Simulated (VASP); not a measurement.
# SiO2 (Pmma) in VASP: a series of runs

SiO2 is run at these levels: LDA; tasks: single point.

Everything below comes from runs of VASP 6.6.1. Logs are shortened: lines on timing, memory, paths and dates and some standing lists are left out, and cuts for length are marked.

## Step 1: The cell of the first run

It takes space group Pmma (No. 51, orthorhombic). Conventional cell: a = 5.254 Å, b = 7.564 Å, c = 8.096 Å, α = 90.00°, β = 90.00°, γ = 90.00°. Si (site symmetry m) has 4 O at 1.60 to 1.61 Å within 2.1 Å. Si (site symmetry mm2) has 4 O at 1.61 Å within 2.1 Å. O (site symmetry 2) has 2 Si at 1.61 Å within 2.1 Å. Within 2.1 Å of O (site symmetry mm2) lie 2 Si at 1.61 Å. O (site symmetry m) has 2 Si at 1.60 to 1.61 Å within 2.1 Å. Within 2.1 Å of O (site symmetry 2/m) lie 2 Si at 1.61 Å.

## Step 2: Single point, LDA (17.88 Å³/atom)

INCAR

```
SYSTEM = SiO2
  PREC = Accurate
  ENCUT = 520
  EDIFF = 1E-7
  ISMEAR = 0
  SIGMA = 0.02
  LREAL = Auto
  LASPH = .TRUE.
  NELM = 60
  ALGO = Normal
  ISIF = 2
  LWAVE = .FALSE.
  LCHARG = .FALSE.
  NBANDS = 63
```

KPOINTS

```
Automatic mesh
0
G
  4 4 4
  0 0 0
```

POSCAR

```
SiO2
1.0
    5.2543563983      0.0000000000      0.0000000000
    0.0000000000      7.5640825063      0.0000000000
    0.0000000000      0.0000000000      8.0962528353
Si O
6 12
Direct
    0.2500000000      0.2060467527      0.1075445277
    0.7500000000      0.7939532473      0.8924554723
    0.7500000000      0.2060467527      0.8924554723
    0.2500000000      0.7939532473      0.1075445277
    0.2500000000      0.5000000000      0.3856094883
    0.7500000000      0.5000000000      0.6143905117
    0.0000000000      0.2500329326      0.0000000000
    0.5000000000      0.7499670674      0.0000000000
    0.0000000000      0.7499670674      0.0000000000
    0.5000000000      0.2500329326      0.0000000000
    0.2500000000      0.0000000000      0.1595956257
    0.7500000000      0.0000000000      0.8404043743
    0.2500000000      0.3252781489      0.2714969717
    0.7500000000      0.6747218511      0.7285030283
    0.7500000000      0.3252781489      0.7285030283
    0.2500000000      0.6747218511      0.2714969717
    0.5000000000      0.5000000000      0.5000000000
    0.0000000000      0.5000000000      0.5000000000
```

Potentials or basis: VASP PAW LDA potentials, release 64 (Si, O).

On the command line:

```console
$ cat potpaw_LDA.64/Si/POTCAR potpaw_LDA.64/O/POTCAR > POTCAR
$ mpirun -np 1 vasp_std > vasp.out
```

OUTCAR:

```text
SYSTEM = SiO2
   PREC = Accurate
   ENCUT = 520
   EDIFF = 1E-7
   ISMEAR = 0
   LREAL = Auto
   LASPH = .TRUE.
   NELM = 60
   ISIF = 2

 ion  position               nearest neighbor table
   1  0.250  0.206  0.108-  13 1.60  10 1.61   7 1.61  11 1.61   4 3.12
   2  0.750  0.794  0.892-  14 1.60   9 1.61   8 1.61  12 1.61   3 3.12
   3  0.750  0.206  0.892-  15 1.60  10 1.61   7 1.61  12 1.61   2 3.12
   4  0.250  0.794  0.108-  16 1.60   9 1.61   8 1.61  11 1.61   1 3.12
   5  0.250  0.500  0.386-  17 1.61  18 1.61  13 1.61  16 1.61
   6  0.750  0.500  0.614-  17 1.61  18 1.61  14 1.61  15 1.61
   7  0.000  0.250  0.000-   1 1.61   3 1.61
   8  0.500  0.750  0.000-   2 1.61   4 1.61
   9  0.000  0.750  0.000-   2 1.61   4 1.61
  10  0.500  0.250  0.000-   1 1.61   3 1.61
  11  0.250  0.000  0.160-   1 1.61   4 1.61
  12  0.750  0.000  0.840-   2 1.61   3 1.61
  13  0.250  0.325  0.271-   1 1.60   5 1.61
  14  0.750  0.675  0.729-   2 1.60   6 1.61
  15  0.750  0.325  0.729-   3 1.60   6 1.61
  16  0.250  0.675  0.271-   4 1.60   5 1.61
  17  0.500  0.500  0.500-   5 1.61   6 1.61
  18  0.000  0.500  0.500-   5 1.61   6 1.61

  LATTYP: Found a simple orthorhombic cell.
 ALAT       =     5.2543563983
 B/A-ratio  =     1.4395830684
 C/A-ratio  =     1.5408648028

  Lattice vectors:

 A1 = (   5.2543563983,   0.0000000000,   0.0000000000)
 A2 = (   0.0000000000,   7.5640825063,   0.0000000000)
 A3 = (   0.0000000000,   0.0000000000,   8.0962528353)

Analysis of symmetry for initial positions (statically):
=====================================================================
 Subroutine PRICEL returns:
 Original cell was already a primitive cell.

 Routine SETGRP: Setting up the symmetry group for a
 simple orthorhombic supercell.

 Subroutine GETGRP returns: Found  8 space group operations
 (whereof  4 operations were pure point group operations)
 out of a pool of  8 trial point group operations.

The static configuration has the point symmetry C_2h.
 The point group associated with its full space group is D_2h.

Analysis of symmetry for dynamics (positions and initial velocities):
=====================================================================
 Subroutine PRICEL returns:
 Original cell was already a primitive cell.

 Routine SETGRP: Setting up the symmetry group for a
 simple orthorhombic supercell.

 Subroutine GETGRP returns: Found  8 space group operations
 (whereof  4 operations were pure point group operations)
 out of a pool of  8 trial point group operations.

The dynamic configuration has the point symmetry C_2h.
 The point group associated with its full space group is D_2h.

 Subroutine INISYM returns: Found  8 space group operations
 (whereof  4 operations are pure point group operations),
 and found     1 'primitive' translations

----------------------------------------------------------------------------------------

                                     Primitive cell

  volume of cell :     321.7806

  direct lattice vectors                    reciprocal lattice vectors
     5.254356398  0.000000000  0.000000000     0.190318266  0.000000000  0.000000000
     0.000000000  7.564082506  0.000000000     0.000000000  0.132203740  0.000000000
     0.000000000  0.000000000  8.096252835     0.000000000  0.000000000  0.123513929

  length of vectors
     5.254356398  7.564082506  8.096252835     0.190318266  0.132203740  0.123513929

  position of ions in fractional coordinates (direct lattice)
     0.250000000  0.206046753  0.107544528
     0.750000000  0.793953247  0.892455472
     0.750000000  0.206046753  0.892455472
     0.250000000  0.793953247  0.107544528
     0.250000000  0.500000000  0.385609488
     0.750000000  0.500000000  0.614390512
[... 10 lines left out ...]
     0.500000000  0.500000000  0.500000000
     0.000000000  0.500000000  0.500000000

  ion indices of the primitive-cell ions
   primitive index   ion index
                 1           1
                 2           2
                 3           3
                 4           4
                 5           5
                 6           6
[... 10 lines left out ...]
                17          17
                18          18

----------------------------------------------------------------------------------------

 KPOINTS: Automatic mesh

Automatic generation of k-mesh.
 Grid dimensions read from file:
 generate k-points for:    4    4    4

 Generating k-lattice:

  Cartesian coordinates                     Fractional coordinates (reciprocal lattice)
     0.047579567  0.000000000  0.000000000     0.250000000  0.000000000  0.000000000
     0.000000000  0.033050935  0.000000000     0.000000000  0.250000000  0.000000000
     0.000000000  0.000000000  0.030878482     0.000000000  0.000000000  0.250000000

  Length of vectors
     0.047579567  0.033050935  0.030878482

  Shift w.r.t. Gamma in fractional coordinates (k-lattice)
     0.000000000  0.000000000  0.000000000

 Subroutine IBZKPT returns following result:
 ===========================================

 Found     27 irreducible k-points:

 Following reciprocal coordinates:
            Coordinates               Weight
  0.000000  0.000000  0.000000      1.000000
  0.250000  0.000000  0.000000      2.000000
  0.500000  0.000000  0.000000      1.000000
  0.000000  0.250000  0.000000      2.000000
  0.250000  0.250000  0.000000      4.000000
  0.500000  0.250000  0.000000      2.000000
[... 16 lines left out ...]
  0.250000  0.250000  0.500000      4.000000
  0.500000  0.250000  0.500000      2.000000
 [... further k-points ...]
   k-points           NKPTS =     27   k-points in BZ     NKDIM =     27   number of bands    NBANDS=     63
   number of dos      NEDOS =    301   number of ions     NIONS =     18
   total plane-waves  NPLWV = 134400
   dimension x,y,z NGX =    40 NGY =   56 NGZ =   60
   dimension x,y,z NGXF=    80 NGYF=  112 NGZF=  120
   ions per type =               6  12
   NGX,Y,Z   is equivalent  to a cutoff of  12.66, 12.31, 12.32 a.u.
   NGXF,Y,Z  is equivalent  to a cutoff of  25.31, 24.62, 24.64 a.u.
 SYSTEM =  SiO2
   PREC   = accura    normal or accurate (medium, high low for compatibility)
   ISTART =      0    job   : 0-new  1-cont  2-samecut
   ICHARG =      2    charge: 1-file 2-atom 10-const
   ISPIN  =      1    spin polarized calculation?
   LNONCOLLINEAR =      F non collinear calculations
   LSORBIT =      F    spin-orbit coupling
   LASPH  =      T    aspherical Exc in radial PAW
   ENCUT  =  520.0 eV  38.22 Ry    6.18 a.u.   9.77 14.06 15.05*2*pi/ulx,y,z
   NELM   =     60;   NELMIN=  2; NELMDL= -5     # of ELM steps
   EDIFF  = 0.1E-06   stopping-criterion for ELM
   LREAL  =      T    real-space projection
   EDIFFG = 0.1E-05   stopping-criterion for IOM
   NSW    =      0    number of steps for IOM
   IBRION =     -1    ionic relax: 0-MD 1-quasi-New 2-CG
   NFREE  =      0    steps in history (QN), initial steepest desc. (CG)
   ISIF   =      2    stress and relaxation
   ISYM   =      2    0-nonsym 1-usesym 2-fastsym
   POTIM  = 0.5000    time-step for ionic-motion
   TEBEG  =    0.0;   TEEND  =   0.0 temperature during run
   PSTRESS=    0.0 pullay stress
   NELECT =      96.0000    total number of electrons
   NUPDOWN=      -1.0000    fix difference up-down
   EMIN   =  10.00;   EMAX   =-10.00  energy-range for DOS
   EFERMI =   0.00;   METHOD = LEGACY
   ISMEAR =     0;   SIGMA  =   0.02  broadening in eV -4-tet -1-fermi 0-gaus
   EFERMI_NEDOS =   21; number of points for ismear=-14 and -15
   IALGO  =     38    algorithm
   IMIX   =      4    mixing-type and parameters
     AMIX     =   0.40;   BMIX     =  1.00
     AMIX_MAG =   1.60;   BMIX_MAG =  1.00
  volume/ion in A,a.u.               =      17.88       120.64
  Fermi-wavevector in a.u.,A,eV,Ry     =   1.093903  2.067176 16.281041  1.196623
  Thomas-Fermi vector in A             =   2.230197
   LORBIT       =      0    0 simple, 1 ext, 2 COOP (PROOUT), +10 PAW based schemes
   GGA     = CA    functional components
   LHFCALC =     F    Hartree Fock is set to
   AEXX    =    0.0000 exact exchange contribution
   IVDW    =     0    specifies the selected vdW correction
   LEPSILON=     F    determine dielectric tensor
   LRPA    =     F    only Hartree local field effects (RPA)
 non-spin polarized calculation
 Gauss-broadening in eV      SIGMA  =   0.02
  energy-cutoff  :      520.00
  volume of cell :      321.78
 maximum number of plane-waves:      8696
 NGX is ok and might be reduce to    40
   NGX = 19   NGY = 29   NGZ = 31

 number of electron      95.9999977 magnetization

 Free energy of the ion-electron system (eV)
  ---------------------------------------------------
  ext. energy  EPLUGINS =         0.00000000
  ---------------------------------------------------
  free energy    TOTEN  =      -155.42256116 eV

  energy without entropy =     -155.42256116  energy(sigma->0) =     -155.42256116

 E-fermi :  -1.4075     XC(G=0):  -7.6216

 val. band max:       -1.5133394428   @ k =   0.0000   0.0000   0.0000
 cond. band min:       3.8641189386   @ k =   0.0000   0.0000   0.0000
 fundamental gap:      5.3774583814
 Fermi energy:        -1.4075166580

 k-point     1 :       0.0000    0.0000    0.0000
  band No.  band energies     occupation
      1     -20.7569      2.00000
      2     -20.0798      2.00000
      3     -20.0742      2.00000
      4     -19.8378      2.00000
      5     -19.0194      2.00000
      6     -18.9712      2.00000
[... 52 lines left out ...]
     59       7.8150      0.00000
     60       7.8860      0.00000

 k-point     2 :       0.2500    0.0000    0.0000
  band No.  band energies     occupation
      1     -20.6376      2.00000
      2     -19.9901      2.00000
      3     -19.9438      2.00000
      4     -19.9395      2.00000
      5     -19.1949      2.00000
      6     -19.1710      2.00000
[... 52 lines left out ...]
     59       7.7521      0.00000
     60       8.3111      0.00000

 k-point     3 :       0.5000    0.0000    0.0000
  band No.  band energies     occupation
      1     -20.3304      2.00000
      2     -20.3304      2.00000
      3     -19.5885      2.00000
      4     -19.5885      2.00000
      5     -19.5859      2.00000
      6     -19.5859      2.00000
[... 1312 lines left out ...]
     59       8.1017      0.00000
     60       8.1924      0.00000

 k-point    24 :       0.5000    0.2500    0.5000
  band No.  band energies     occupation
      1     -20.2701      2.00000
      2     -20.2701      2.00000
      3     -19.8526      2.00000
      4     -19.8526      2.00000
      5     -19.3810      2.00000
      6     -19.3810      2.00000
[... 52 lines left out ...]
     59       8.2983      0.00000
     60       8.2983      0.00000

 [... further k-points ...]

 [bands above 60 left out]

------------------------ aborting loop because EDIFF is reached ----------------------------------------

  FORCE on cell =-STRESS in cart. coord.  units (eV):
  Direction    XX          YY          ZZ          XY          YZ          ZX
  --------------------------------------------------------------------------------------
  -------------------------------------------------------------------------------------
  Total       -3.7818792     -3.7339371     -3.8180302      0.0000000      0.0000000     -0.0000000
  in kB      -18.8303497    -18.5916416    -19.0103492      0.0000000      0.0000000     -0.0000000
  external PRESSURE =     -18.8107802 kB  Pullay stress =       0.0000000 kB

 VOLUME and BASIS-vectors are now :
 -----------------------------------------------------------------------------
  energy-cutoff  :      520.00
  volume of cell :      321.78
      direct lattice vectors                 reciprocal lattice vectors
     5.254356398  0.000000000  0.000000000     0.190318266  0.000000000  0.000000000
     0.000000000  7.564082506  0.000000000     0.000000000  0.132203740  0.000000000
     0.000000000  0.000000000  8.096252835     0.000000000  0.000000000  0.123513929

 POSITION                                       TOTAL-FORCE (eV/Angst)
 -----------------------------------------------------------------------------------
      1.31359      1.55855      0.87071         0.000000      0.031125      0.032566
      3.94077      6.00553      7.22555         0.000000     -0.031125     -0.032566
      3.94077      1.55855      7.22555        -0.000000      0.031125     -0.032566
      1.31359      6.00553      0.87071         0.000000     -0.031125      0.032566
      1.31359      3.78204      3.12199         0.000000      0.000000      0.022397
      3.94077      3.78204      4.97426         0.000000      0.000000     -0.022397
[... 10 lines left out ...]
      2.62718      3.78204      4.04813         0.000000      0.000000      0.000000
      0.00000      3.78204      4.04813         0.000000      0.000000      0.000000
 -----------------------------------------------------------------------------------
    total drift:                                0.000000      0.000000      0.000000

  FREE ENERGIE OF THE ION-ELECTRON SYSTEM (eV)
  ---------------------------------------------------
  free  energy   TOTEN  =      -155.4225611595 eV

  energy  without entropy=     -155.4225611595  energy(sigma->0) =     -155.42256116
```

It took 7.5 min on 1 thread of AMD EPYC 9R45 (Zen 5), shared host; peak memory 0.45 GiB.

Results:

```
Free energy            : -155.4226 eV
Pressure               : -1.9 GPa
Largest force          : 0.045 eV/Å
Band gap on the k mesh : 5.38 eV
```

Forces on the atoms (eV/Å):
```
Si   0.000  0.031  0.033
Si   0.000 -0.031 -0.033
Si   0.000  0.031 -0.033
Si   0.000 -0.031  0.033
Si   0.000  0.000  0.022
Si   0.000  0.000 -0.022
O    0.000  0.007  0.000
O    0.000 -0.007  0.000
O    0.000 -0.007  0.000
O    0.000  0.007  0.000
O    0.000  0.000  0.010
O    0.000  0.000 -0.010
O    0.000 -0.004  0.003
O    0.000  0.004 -0.003
O    0.000 -0.004 -0.003
O    0.000  0.004  0.003
O    0.000  0.000  0.000
O    0.000  0.000  0.000
```

Levels at points of the mesh, in eV from the valence-band top:
| k point | band 46 | band 47 | band 48 | band 49 | band 50 | band 51 |
| --- | --- | --- | --- | --- | --- | --- |
| (0.00, 0.00, 0.00) | -0.37 | -0.33 | 0.00 | 5.38 | 7.89 | 7.90 |
| (0.50, 0.00, 0.00) | -0.54 | -0.51 | -0.51 | 7.21 | 7.21 | 8.60 |
| (0.00, 0.50, 0.00) | -0.23 | -0.10 | -0.01 | 6.32 | 6.34 | 8.17 |
| (0.50, 0.50, 0.00) | -0.64 | -0.23 | -0.23 | 7.75 | 7.75 | 7.82 |
| (0.00, 0.00, 0.50) | -0.35 | -0.10 | -0.03 | 6.00 | 6.47 | 8.19 |
| (0.50, 0.00, 0.50) | -0.68 | -0.54 | -0.54 | 7.53 | 7.53 | 7.87 |
| (0.00, 0.50, 0.50) | -0.29 | -0.24 | -0.01 | 6.67 | 6.93 | 7.11 |
| (0.50, 0.50, 0.50) | -0.92 | -0.16 | -0.16 | 7.99 | 7.99 | 8.09 |

## Step 3: Single point, LDA (18.40 Å³/atom)

This run uses another cell than the first one, of 18.40 Å³/atom.

INCAR

```
SYSTEM = SiO2
PREC = Accurate
ENCUT = 520
EDIFF = 1E-7
ISMEAR = 0
SIGMA = 0.02
LREAL = Auto
LASPH = .TRUE.
NELM = 100
ALGO = Normal
ISIF = 2
LWAVE = .FALSE.
LCHARG = .FALSE.
NBANDS = 63
```

KPOINTS

```
regular mesh
0
G
  4 4 4
  0 0 0
```

POSCAR

```
SiO2
1.0
    5.2994681503      0.0000000000      0.0000000000
    0.0000000000      7.6913606020      0.0000000000
    0.0000000000      0.0000000000      8.1244323653
Si O
6 12
Direct
    0.2500000000      0.2027212943      0.1085666363
    0.7500000000      0.7972787057      0.8914333637
    0.7500000000      0.2027212943      0.8914333637
    0.2500000000      0.7972787057      0.1085666363
    0.2500000000      0.5000000000      0.3845214361
    0.7500000000      0.5000000000      0.6154785639
    0.0000000000      0.2410863539      0.0000000000
    0.5000000000      0.7589136461      0.0000000000
    0.0000000000      0.7589136461      0.0000000000
    0.5000000000      0.2410863539      0.0000000000
    0.2500000000      0.0000000000      0.1646085491
    0.7500000000      0.0000000000      0.8353914509
    0.2500000000      0.3280929001      0.2683193299
    0.7500000000      0.6719070999      0.7316806701
    0.7500000000      0.3280929001      0.7316806701
    0.2500000000      0.6719070999      0.2683193299
    0.5000000000      0.5000000000      0.5000000000
    0.0000000000      0.5000000000      0.5000000000
```

Potentials or basis: VASP PAW LDA potentials, release 64 (Si, O).

On the command line:

```console
$ cat potpaw_LDA.64/Si/POTCAR potpaw_LDA.64/O/POTCAR > POTCAR
$ mpirun -np 1 vasp_std > vasp.out
```

Run time: 7.9 min. Hardware: 1 thread of AMD EPYC 9R45 (Zen 5), shared host; peak memory 0.47 GiB.

Results (log left out):

| Quantity | Value |
| --- | --- |
| Free energy | -155.2376 eV |
| Pressure | -4.7 GPa |
| Largest force | 0.048 eV/Å |
| Band gap on the k mesh | 5.31 eV |

Forces on the atoms (eV/Å):
```
Si   0.000  0.037  0.032
Si   0.000 -0.037 -0.032
Si   0.000  0.037 -0.032
Si   0.000 -0.037  0.032
Si   0.000  0.000  0.028
Si   0.000  0.000 -0.028
O    0.000  0.004  0.000
O    0.000 -0.004  0.000
O    0.000 -0.004  0.000
O    0.000  0.004  0.000
O    0.000  0.000  0.014
O    0.000  0.000 -0.014
O    0.000 -0.007  0.006
O    0.000  0.007 -0.006
O    0.000 -0.007 -0.006
O    0.000  0.007  0.006
O    0.000  0.000  0.000
O    0.000  0.000  0.000
```

Stress tensor (GPa, compression positive):
```
-4.74  0.00  0.00
 0.00 -4.63  0.00
 0.00  0.00 -4.75
```

Levels at points of the mesh, in eV from the valence-band top:
```tsv
k point	band 45	band 46	band 47	band 48	band 49	band 50	band 51	band 52
(0.00, 0.00, 0.00)	-0.54	-0.32	-0.29	0.00	5.31	7.71	7.82	8.15
(0.50, 0.00, 0.00)	-0.51	-0.51	-0.45	-0.45	7.11	7.11	8.48	8.48
(0.00, 0.50, 0.00)	-0.22	-0.18	-0.05	-0.02	6.18	6.31	8.01	8.24
(0.50, 0.50, 0.00)	-0.63	-0.63	-0.19	-0.19	7.68	7.68	7.70	7.70
(0.00, 0.00, 0.50)	-0.53	-0.31	-0.05	-0.04	5.97	6.37	8.02	8.06
(0.50, 0.00, 0.50)	-0.63	-0.63	-0.45	-0.45	7.33	7.33	7.86	7.86
(0.00, 0.50, 0.50)	-0.30	-0.28	-0.18	-0.01	6.60	6.75	7.03	7.32
(0.50, 0.50, 0.50)	-0.91	-0.91	-0.11	-0.11	7.82	7.82	8.11	8.11
```

Caveat: the cell stands under tension.
